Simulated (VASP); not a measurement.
GaN, 2 atoms in the cell. It takes space group F-43m (No. 216, cubic). Conventional cell: a = 4.478 Å, b = 4.478 Å, c = 4.478 Å, α = 90.00°, β = 90.00°, γ = 90.00°. Ga (site symmetry -43m) has 4 N at 1.94 Å within 2.6 Å. Within 2.6 Å of N (site symmetry -43m) lie 4 Ga at 1.94 Å. 

| Property | Result |
| --- | --- |
| Program | VASP 6.6.1 |
| Task | vibrations by perturbation theory |
| Functional | LDA |
| Potentials or basis | VASP PAW LDA potentials, release 64 (Ga_d, N) |
| Cutoff | 520 eV |
| k mesh | 10 × 10 × 10 |
| Occupations | gaussian, width 0.01 eV |
| Spin | no spin polarisation |
| Dipole correction | no |
| Further INCAR settings | ALGO = Normal; EDIFF = 1e-08; IBRION = 8; NSW = 1 |

Potentials or basis: VASP PAW LDA potentials, release 64 (Ga_d, N).

The run is started by

```bash
$ cat potpaw_LDA.64/Ga_d/POTCAR potpaw_LDA.64/N/POTCAR > POTCAR
$ mpirun -np 1 vasp_std > vasp.out
```

Hardware: 1 thread of Intel(R) Xeon(R) Platinum 8488C (Sapphire Rapids), on a shared host.

Estimate the wall time of this run.

Run time: 2.7 min on 1 thread of Intel(R) Xeon(R) Platinum 8488C (Sapphire Rapids), with other jobs on the host, peak memory 0.23 GiB. Counts: scf iterations 156, k points 47.
